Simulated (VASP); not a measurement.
# Ta4C3 (R3m) in VASP: notebook

Ta4C3 is run at these levels: PBEsol; tasks: single point.

Everything below comes from runs of VASP 6.6.1. Logs are shortened: lines on timing, memory, paths and dates and some standing lists are left out, and cuts for length are marked.

### 1 The cell of the first run

It takes space group R3m (No. 160, trigonal). Conventional cell: a = 3.103 Å, b = 3.103 Å, c = 31.244 Å, α = 90.00°, β = 90.00°, γ = 120.00°. Within 3.3 Å of Ta (site symmetry 3m) lie 6 C at 2.24 to 2.25 Å and 12 Ta at 3.08 to 3.22 Å. Ta (site symmetry 3m) has 3 C at 2.14 Å within 2.8 Å. Within 2.9 Å of Ta (site symmetry 3m) lie 3 C at 2.17 Å. Ta (site symmetry 3m) has 6 C at 2.19 to 2.22 Å within 2.9 Å. Within 2.9 Å of C (site symmetry 3m) lie 6 Ta at 2.17 to 2.19 Å. C (site symmetry 3m) has 6 Ta at 2.14 to 2.24 Å and 1 C at 2.70 Å within 2.8 Å. C (site symmetry 3m) has 6 Ta at 2.22 to 2.25 Å and 1 C at 2.70 Å within 2.9 Å.

### 2 Single point, PBEsol (the distance across one plane changed)

Input file INCAR:

```
SYSTEM = Ta4C3
PREC = Accurate
ENCUT = 520
EDIFF = 1E-7
ISMEAR = 0
SIGMA = 0.15
LREAL = .False.
LASPH = .True.
NELM = 80
ALGO = Normal
ISIF = 2
LWAVE = .False.
LCHARG = .False.
GGA = PS
NBANDS = 37
ISYM = 0
```

Input file KPOINTS:

```
regular mesh
0
Gamma
  14 14 4
  0 0 0
```

Input file POSCAR:

```
Ta4C3
1.0
   -3.1032734570      0.0000000000      0.0000000000
   -1.5516367285     -2.6875136487      0.0000000000
    1.5516367285      0.8958378829     10.4145109918
Ta C
4 3
Direct
    0.3704198623      0.3704198623      0.3601095868
    0.6234835196      0.6234835196      0.1193005588
    0.2025950085      0.2025950085      0.8566350256
    0.7893400527      0.7893400527      0.6168701580
    0.4965392083      0.4965392083      0.7384676248
    0.9941214732      0.9941214732      0.2312144195
    0.0805194946      0.0805194946      0.4904084839
```

Potentials or basis: VASP PAW PBE potentials, release 64 (Ta_pv, C).

Run with:

```sh
> cat potpaw_PBE.64/Ta_pv/POTCAR potpaw_PBE.64/C/POTCAR > POTCAR
> mpirun -np 1 vasp_std > vasp.out
```

OUTCAR:

```text
SYSTEM = Ta4C3
   PREC = Accurate
   ENCUT = 520
   EDIFF = 1E-7
   ISMEAR = 0
   LREAL = .False.
   LASPH = .True.
   NELM = 80
   ISIF = 2
   GGA = PS
   ISYM = 0

 ion  position               nearest neighbor table
   1  0.370  0.370  0.360-   6 2.24   6 2.24   6 2.24   7 2.25   7 2.25   7 2.25   2 3.08   2 3.08
                             2 3.08   4 3.22   4 3.22   4 3.22
   2  0.623  0.623  0.119-   6 2.14   6 2.14   6 2.14   1 3.08   1 3.08   1 3.08   3 3.27   3 3.27
                             3 3.27
   3  0.203  0.203  0.857-   5 2.17   5 2.17   5 2.17   4 3.07   4 3.07   4 3.07   2 3.27   2 3.27
                             2 3.27
   4  0.789  0.789  0.617-   5 2.19   5 2.19   5 2.19   7 2.22   7 2.22   7 2.22   3 3.07   3 3.07
                             3 3.07   1 3.22   1 3.22   1 3.22
   5  0.497  0.497  0.738-   3 2.17   3 2.17   3 2.17   4 2.19   4 2.19   4 2.19
   6  0.994  0.994  0.231-   2 2.14   2 2.14   2 2.14   1 2.24   1 2.24   1 2.24
   7  0.081  0.081  0.490-   4 2.22   4 2.22   4 2.22   1 2.25   1 2.25   1 2.25

IMPORTANT INFORMATION: All symmetrisations will be switched off!
NOSYMM: (Re-)initialisation of all symmetry stuff for point group C_1.

----------------------------------------------------------------------------------------

                                     Primitive cell

  volume of cell :      86.8580

  direct lattice vectors                    reciprocal lattice vectors
    -3.103273457  0.000000000  0.000000000    -0.322240374  0.186045567  0.032006624
    -1.551636728 -2.687513649  0.000000000     0.000000000 -0.372091134  0.032006624
     1.551636728  0.895837883 10.414510992     0.000000000  0.000000000  0.096019871

  length of vectors
     3.103273457  3.103273457 10.567504022     0.373465173  0.373465173  0.096019871

  position of ions in fractional coordinates (direct lattice)
     0.370419862  0.370419862  0.360109587
     0.623483520  0.623483520  0.119300559
     0.202595008  0.202595008  0.856635026
     0.789340053  0.789340053  0.616870158
     0.496539208  0.496539208  0.738467625
     0.994121473  0.994121473  0.231214419
     0.080519495  0.080519495  0.490408484

  ion indices of the primitive-cell ions
   primitive index   ion index
                 1           1
                 2           2
                 3           3
                 4           4
                 5           5
                 6           6
                 7           7

----------------------------------------------------------------------------------------

 KPOINTS: regular mesh

Automatic generation of k-mesh.
 Grid dimensions read from file:
 generate k-points for:   14   14    4

 Generating k-lattice:

  Cartesian coordinates                     Fractional coordinates (reciprocal lattice)
    -0.023017170  0.013288969  0.002286187     0.071428571  0.000000000  0.000000000
     0.000000000 -0.026577938  0.002286187     0.000000000  0.071428571  0.000000000
     0.000000000  0.000000000  0.024004968     0.000000000  0.000000000  0.250000000

  Length of vectors
     0.026676084  0.026676084  0.024004968

  Shift w.r.t. Gamma in fractional coordinates (k-lattice)
     0.000000000  0.000000000  0.000000000

 -----------------------------------------------------------------------------
|                                                                             |
|           W    W    AA    RRRRR   N    N  II  N    N   GGGG   !!!           |
|           W    W   A  A   R    R  NN   N  II  NN   N  G    G  !!!           |
|           W    W  A    A  R    R  N N  N  II  N N  N  G       !!!           |
|           W WW W  AAAAAA  RRRRR   N  N N  II  N  N N  G  GGG   !            |
|           WW  WW  A    A  R   R   N   NN  II  N   NN  G    G                |
|           W    W  A    A  R    R  N    N  II  N    N   GGGG   !!!           |
|                                                                             |
|     Your reciprocal lattice and k-lattice belong to different lattice       |
[... 48 lines left out ...]
      2     -27.9383      2.00000
      3     -27.6707      2.00000
      4     -27.6705      2.00000
      5     -27.5528      2.00000
      6     -27.5301      2.00000
[... 29 lines left out ...]
     36       9.6750      0.00000
     37       9.6750      0.00000

 k-point     2 :       0.0714    0.0000   -0.0000
  band No.  band energies     occupation
      1     -28.2108      2.00000
      2     -27.9365      2.00000
      3     -27.7055      2.00000
      4     -27.6784      2.00000
      5     -27.5814      2.00000
      6     -27.5377      2.00000
[... 29 lines left out ...]
     36       9.9166      0.00000
     37       9.9738      0.00000

 k-point     3 :       0.1429    0.0000   -0.0000
  band No.  band energies     occupation
      1     -28.1801      2.00000
      2     -27.9370      2.00000
      3     -27.7960      2.00000
      4     -27.7003      2.00000
      5     -27.6641      2.00000
      6     -27.5589      2.00000
[... 29 lines left out ...]
     36      10.2274      0.00000
     37      10.2558      0.00000

 k-point     4 :       0.2143   -0.0000   -0.0000
  band No.  band energies     occupation
      1     -28.1359      2.00000
      2     -27.9768      2.00000
      3     -27.8953      2.00000
      4     -27.7721      2.00000
      5     -27.7318      2.00000
      6     -27.5895      2.00000
[... 29 lines left out ...]
     36      10.3589      0.00000
     37      10.4595      0.00000
[... 683 lines left out ...]
      1     -28.1902      2.00000
      2     -27.9351      2.00000
      3     -27.7667      2.00000
      4     -27.6952      2.00000
      5     -27.6354      2.00000
      6     -27.5562      2.00000
[... 29 lines left out ...]
     36       9.9998      0.00000
     37      10.3510      0.00000

 k-point    23 :       0.0000    0.1429   -0.0000
  band No.  band energies     occupation
      1     -28.1801      2.00000
      2     -27.9370      2.00000
      3     -27.7960      2.00000
      4     -27.7003      2.00000
      5     -27.6641      2.00000
      6     -27.5589      2.00000
[... 29 lines left out ...]
     36      10.2274      0.00000
     37      10.2558      0.00000

 k-point    24 :       0.0714    0.1429   -0.0000
  band No.  band energies     occupation
      1     -28.1896      2.00000
      2     -27.9365      2.00000
      3     -27.7663      2.00000
      4     -27.6954      2.00000
      5     -27.6349      2.00000
      6     -27.5562      2.00000
[... 29 lines left out ...]
     36       9.9876      0.00000
     37      10.3509      0.00000

 [... further k-points ...]

------------------------ aborting loop because EDIFF is reached ----------------------------------------

  FORCE on cell =-STRESS in cart. coord.  units (eV):
  Direction    XX          YY          ZZ          XY          YZ          ZX
  --------------------------------------------------------------------------------------
  -------------------------------------------------------------------------------------
  Total       -0.3600016     -0.3637642     -4.0292199      0.0032587     -0.0035786     -0.0061980
  in kB       -6.6405711     -6.7099751    -74.3227803      0.0601101     -0.0660108     -0.1143273
  external PRESSURE =     -29.2244422 kB  Pullay stress =       0.0000000 kB

 VOLUME and BASIS-vectors are now :
 -----------------------------------------------------------------------------
  energy-cutoff  :      520.00
  volume of cell :       86.86
      direct lattice vectors                 reciprocal lattice vectors
    -3.103273457  0.000000000  0.000000000    -0.322240374  0.186045567  0.032006624
    -1.551636728 -2.687513649  0.000000000     0.000000000 -0.372091134  0.032006624
     1.551636728  0.895837883 10.414510992     0.000000000  0.000000000  0.096019871

 POSITION                                       TOTAL-FORCE (eV/Angst)
 -----------------------------------------------------------------------------------
     -1.16551     -0.67291      3.75037        -0.000700     -0.000404     -0.062650
     -2.71715     -1.56875      1.24246         0.000201      0.000116     -1.135925
      0.38612      0.22293      8.92143        -0.000645     -0.000372      1.133624
     -2.71715     -1.56875      6.42440         0.000827      0.000477      0.048453
     -1.16551     -0.67291      7.69078         0.000270      0.000156      0.288868
     -4.26879     -2.46458      2.40799         0.000512      0.000296     -0.220811
      0.38612      0.22293      5.10736        -0.000465     -0.000268     -0.051557
 -----------------------------------------------------------------------------------
    total drift:                               -0.000153     -0.000088     -0.000045

  FREE ENERGIE OF THE ION-ELECTRON SYSTEM (eV)
  ---------------------------------------------------
  free  energy   TOTEN  =       -83.3411128190 eV

  energy  without entropy=      -83.3206761548  energy(sigma->0) =      -83.33089449
```

Run time: 11 min. Hardware: 1 thread of Intel Xeon 6975P-C (Granite Rapids), shared host; peak memory 0.95 GiB.

Results:

```yaml
Free_energy: -83.3411 eV
Pressure: -2.9 GPa
Largest_force: 1.136 eV/Å
Band_gap_on_the_k_mesh: zero (bands 28 and 29 overlap by 0.10 eV)
```

Forces on the atoms (eV/Å):
```
Ta  -0.001  0.000 -0.063
Ta   0.000  0.000 -1.136
Ta  -0.001  0.000  1.134
Ta   0.001  0.000  0.048
C    0.000  0.000  0.289
C    0.001  0.000 -0.221
C    0.000  0.000 -0.052
```

Levels at points of the mesh, in eV from the Fermi level:
```tsv
k point	band 26	band 27	band 28	band 29	band 30	band 31
(0.00, 0.00, 0.00)	-0.99	-0.46	-0.46	0.66	0.66	1.27
(0.50, 0.00, 0.00)	-1.55	-0.69	-0.30	1.46	2.26	2.44
(0.00, 0.50, 0.00)	-1.55	-0.69	-0.30	1.46	2.26	2.44
(0.50, 0.50, 0.00)	-1.50	-0.75	-0.13	1.04	2.73	2.85
(0.00, 0.00, 0.50)	-1.47	-0.48	-0.48	0.60	0.60	1.04
(0.50, 0.00, 0.50)	-1.50	-0.75	-0.13	1.04	2.73	2.85
(0.00, 0.50, 0.50)	-1.50	-0.75	-0.13	1.04	2.73	2.85
(0.50, 0.50, 0.50)	-1.55	-0.69	-0.30	1.46	2.25	2.44
```

Caveat: the cell differs from its parent crystal (the distance across one plane changed); the stress differs along the axes, from -7 to -1 GPa; the PAW data sets were made with another functional, which shifts forces and pressure a little; spin-orbit coupling is left out, which moves the levels of the heavy elements.

### 3 Single point, PBEsol (the distance across one plane changed)

Input file INCAR:

```
SYSTEM = Ta4C3
ALGO = Fast
EDIFF = 1E-7
ENCUT = 520
GGA = PS
ISIF = 2
ISMEAR = 0
ISYM = 0
LASPH = .True.
LCHARG = .False.
LREAL = .False.
LWAVE = .False.
NBANDS = 37
NELM = 100
PREC = Accurate
SIGMA = 0.15
```

Input file KPOINTS:

```
k-points
0
Gamma
  14 14 4
  0 0 0
```

Input file POSCAR:

```
Ta4C3
1.0
   -3.1032734570      0.0000000000      0.0000000000
   -1.5516367285     -2.6875136487      0.0000000000
    1.5516367285      0.8958378829     11.1645109918
Ta C
4 3
Direct
    0.3623561507      0.3623561507      0.3359184521
    0.6208120959      0.6208120959      0.1112862876
    0.1834129094      0.1834129094      0.7990887283
    0.7755268602      0.7755268602      0.5754305805
    0.4800031588      0.4800031588      0.6888594764
    0.9889440315      0.9889440315      0.2156820944
    0.0695380803      0.0695380803      0.4574642409
```

Potentials or basis: VASP PAW PBE potentials, release 64 (Ta_pv, C).

Run with:

```sh
> cat potpaw_PBE.64/Ta_pv/POTCAR potpaw_PBE.64/C/POTCAR > POTCAR
> mpirun -np 1 vasp_std > vasp.out
```

Run time: 51 min. Hardware: 1 thread of Oxide Virtual Turin-like, shared host; peak memory 0.96 GiB.

The run converged. Its results:

```
Free energy            : -82.0037 eV
Pressure               : -5.8 GPa
Largest force          : 1.126 eV/Å
Band gap on the k mesh : zero (bands 28 and 29 overlap by 0.14 eV)
```

Forces in eV/Å, atoms in the order of the input:
```
Ta   0.001  0.000 -0.036
Ta   0.000  0.000 -1.126
Ta   0.000  0.000  0.959
Ta   0.000  0.000  0.010
C    0.000  0.000  0.762
C    0.000  0.000 -0.489
C    0.000  0.000 -0.080
```

Stress tensor (GPa, compression positive):
```
 -2.84   0.00   0.00
  0.00  -2.84   0.00
  0.00   0.00 -11.86
```

Levels at points of the mesh, in eV from the Fermi level:
| k point | band 25 | band 26 | band 27 | band 28 | band 29 | band 30 | band 31 | band 32 |
| --- | --- | --- | --- | --- | --- | --- | --- | --- |
| (0.00, 0.00, 0.00) | -2.56 | -1.29 | -0.50 | -0.50 | 0.57 | 0.57 | 1.15 | 1.15 |
| (0.50, 0.00, 0.00) | -2.43 | -0.93 | -0.57 | 0.02 | 1.22 | 2.36 | 2.63 | 2.79 |
| (0.00, 0.50, 0.00) | -2.43 | -0.93 | -0.57 | 0.02 | 1.22 | 2.36 | 2.63 | 2.79 |
| (0.50, 0.50, 0.00) | -2.46 | -0.90 | -0.59 | 0.04 | 1.12 | 2.49 | 2.71 | 3.06 |
| (0.00, 0.00, 0.50) | -2.21 | -1.49 | -0.50 | -0.50 | 0.56 | 0.56 | 1.10 | 1.10 |
| (0.50, 0.00, 0.50) | -2.46 | -0.90 | -0.59 | 0.04 | 1.12 | 2.49 | 2.71 | 3.06 |
| (0.00, 0.50, 0.50) | -2.46 | -0.90 | -0.59 | 0.04 | 1.12 | 2.49 | 2.71 | 3.06 |
| (0.50, 0.50, 0.50) | -2.43 | -0.93 | -0.57 | 0.02 | 1.22 | 2.36 | 2.63 | 2.79 |

Caveat: the cell differs from its parent crystal (the distance across one plane changed); the stress differs along the axes, from -12 to -3 GPa; the PAW data sets were made with another functional, which shifts forces and pressure a little; spin-orbit coupling is left out, which moves the levels of the heavy elements.

### 4 Single point, PBEsol (the distance across one plane changed)

Input file INCAR:

```
PREC     = Accurate       # precision mode
ENCUT    = 520            # plane-wave cutoff, eV
EDIFF    = 1E-6           # SCF threshold, eV
ISMEAR   = 0              # smearing method
SIGMA    = 0.15           # smearing width, eV
LREAL    = False          # projectors in reciprocal space
LASPH    = True           # aspherical terms in the spheres
NELM     = 60             # most SCF steps
ALGO     = Fast           # electronic algorithm
ISIF     = 2              # what is computed and relaxed
LWAVE    = False          # write WAVECAR
LCHARG   = False          # write CHGCAR
GGA      = PS             # functional
NBANDS   = 37             # bands
ISYM     = 0            
KPAR     = 4
```

Input file KPOINTS:

```
regular mesh
0
Gamma
  14 14 4
```

Input file POSCAR:

```
Ta4C3
1.0
   -3.1032734570      0.0000000000      0.0000000000
   -1.5516367285     -2.6875136487      0.0000000000
    1.5516367285      0.8958378829     16.1645109918
Ta C
4 3
Direct
    0.3277207641      0.3277207641      0.2320122924
    0.6093377527      0.6093377527      0.0768632582
    0.1010216420      0.1010216420      0.5519149261
    0.7161962087      0.7161962087      0.3974386261
    0.4089772473      0.4089772473      0.4757817418
    0.9667057987      0.9667057987      0.1489673962
    0.0223705290      0.0223705290      0.3159615870
```

Run with:

```sh
> cat potpaw_PBE.64/Ta_pv/POTCAR potpaw_PBE.64/C/POTCAR > POTCAR
> mpirun -np 4 vasp_std > vasp.out
```

It took 20 min on 4 MPI ranks of Oxide Virtual Turin-like, shared host; peak memory 1.4 GiB.

It converged, with:

```
Free energy            : -80.5688 eV
Largest force          : 0.756 eV/Å
Band gap on the k mesh : zero (bands 28 and 29 overlap by 0.69 eV)
```

Forces in eV/Å, atoms in the order of the input:
```
Ta   0.000  0.000 -0.202
Ta   0.000  0.000  0.556
Ta   0.000  0.000 -0.741
Ta   0.000  0.000  0.095
C    0.000  0.000  0.756
C    0.000  0.000 -0.452
C    0.000  0.000 -0.012
```

Levels at points of the mesh, in eV from the Fermi level:
| k point | band 24 | band 25 | band 26 | band 27 | band 28 | band 29 | band 30 | band 31 | band 32 | band 33 |
| --- | --- | --- | --- | --- | --- | --- | --- | --- | --- | --- |
| (0.00, 0.00, 0.00) | -2.55 | -1.61 | -0.72 | -0.62 | -0.48 | -0.48 | 0.57 | 0.57 | 1.14 | 1.14 |
| (0.50, 0.00, 0.00) | -3.72 | -2.45 | -0.78 | 0.06 | 0.21 | 1.15 | 2.39 | 2.47 | 2.56 | 2.93 |
| (0.00, 0.50, 0.00) | -3.72 | -2.45 | -0.78 | 0.06 | 0.21 | 1.15 | 2.39 | 2.47 | 2.56 | 2.93 |
| (0.50, 0.50, 0.00) | -3.72 | -2.45 | -0.78 | 0.06 | 0.21 | 1.15 | 2.39 | 2.47 | 2.55 | 2.93 |
| (0.00, 0.00, 0.50) | -2.55 | -1.60 | -0.74 | -0.60 | -0.48 | -0.48 | 0.57 | 0.57 | 1.14 | 1.14 |
| (0.50, 0.00, 0.50) | -3.72 | -2.45 | -0.78 | 0.06 | 0.21 | 1.15 | 2.39 | 2.47 | 2.55 | 2.93 |
| (0.00, 0.50, 0.50) | -3.72 | -2.45 | -0.78 | 0.06 | 0.21 | 1.15 | 2.39 | 2.47 | 2.55 | 2.93 |
| (0.50, 0.50, 0.50) | -3.72 | -2.45 | -0.78 | 0.06 | 0.21 | 1.15 | 2.39 | 2.47 | 2.56 | 2.93 |

Caveat: the cell differs from its parent crystal (the distance across one plane changed); there is no dipole correction, which matters where the two faces differ; the PAW data sets were made with another functional, which shifts forces and pressure a little; spin-orbit coupling is left out, which moves the levels of the heavy elements.

### 5 Summary

| cell | gap on the mesh (eV) | pressure (GPa) | largest force (eV/Å) |
| --- | --- | --- | --- |
| a = 3.103, b = 3.103, c = 10.568 Å, angles 98.4, 98.4, 60.0°, 7 atoms | none | -2.9 | 1.14 |
| a = 3.103, b = 3.103, c = 11.307 Å, angles 97.9, 97.9, 60.0°, 7 atoms | none | -5.8 | 1.13 |
| a = 3.103, b = 3.103, c = 16.264 Å, angles 95.5, 95.5, 60.0°, 7 atoms | none | - | 0.76 |

Alike in all rows: task single point; level PBEsol; potentials or basis VASP PAW PBE potentials, release 64 (Ta_pv, C); no spin polarisation; k mesh 14 × 14 × 4; cutoff (eV) 520; smearing gaussian 0.15 eV.

Caveats: the PAW data sets were made with another functional, which shifts forces and pressure a little; spin-orbit coupling is left out, which moves the levels of the heavy elements; the stress differs along the axes, from -7 to -1 GPa (at least some runs); the stress differs along the axes, from -12 to -3 GPa (at least some runs); there is no dipole correction, which matters where the two faces differ (at least some runs).

Absolute energies hang on the potentials; compare differences alone.
